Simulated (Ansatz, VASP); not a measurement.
TaS2 in VASP and in Ansatz

Contents of INCAR:

```
SYSTEM = TaS2
ALGO = Normal
DIPOL = 0.5 0.5 0.255
EDIFF = 1E-6
ENCUT = 400
GGA = PE
GGA_COMPAT = .False.
IDIPOL = 3
ISIF = 2
ISMEAR = 0
IVDW = 12
LASPH = .True.
LCHARG = .False.
LDIPOL = .True.
LREAL = .False.
LWAVE = .False.
NBANDS = 18
NELM = 120
NELMDL = -8
PREC = Accurate
SIGMA = 0.1
```

File KPOINTS:

```
k-points
0
Gamma
  12 12 1
  0 0 0
```

File POSCAR:

```
TaS2
1.0
    3.3435339187      0.0000000000      0.0000000000
   -1.6717669593      2.8955853120      0.0000000000
    0.0000000000      0.0000000000     23.6702361817
S Ta
2 1
Direct
    0.6666666667      0.3333333333      0.1901121715
    0.3333333333      0.6666666667      0.3204496158
    0.0000000000      0.0000000000      0.2552808937
```

Input for Ansatz:

```yaml
crystal:
  lattice:
    - [3.3435339131, 0.0, 0.0]
    - [-1.6717669565, 2.8955853071, 0.0]
    - [0.0, 0.0, 23.6702361701]
  atoms:
    - { symbol: S, position: [0.6666666667, 0.3333333333, 0.1901121716] }
    - { symbol: Ta, position: [0.0, 0.0, 0.2552808937] }
    - { symbol: S, position: [0.3333333333, 0.6666666667, 0.3204496157] }
basis:
  ecutwfc: 420
kpoints:
  mp_grid: { grid: [12, 12, 1] }
hamiltonian:
  xc: pbe
  dispersion: d3bj
scf:
  occupations: { method: gaussian, width: 0.1 }
output:
  forces: true
  eigenvalues: true
efield:
  axis: 3
  dipole_correction: true
  ramp_width: 0.04
```

Alike in both runs: task single point; functional PBE; dispersion D3(BJ); k mesh 12 × 12 × 1; occupations gaussian, width 0.1 eV; no spin polarisation.

```csv
,VASP,Ansatz
version,VASP 6.6.1,Ansatz 0.2.0
potentials or method,"VASP PAW PBE potentials, release 64 (S, Ta_pv), cutoff 400 eV","scalar-relativistic, plane waves, PAW"
valence electrons in the cell,23,25
```

|  | VASP | Ansatz | Ansatz less VASP |
| --- | --- | --- | --- |
| gap on the k mesh at the Fermi level (eV) | none | none | - |
| rms of the force components (eV/Å) | 0.006 | 0.010 | +0.0036 |

A gap of «none» marks a metal or a gap that the smearing closes. VASP's potentials hold 23 valence electrons a cell and Ansatz's 25, so a difference there can come from the potentials and not from the codes.

Spin-orbit coupling is off throughout.
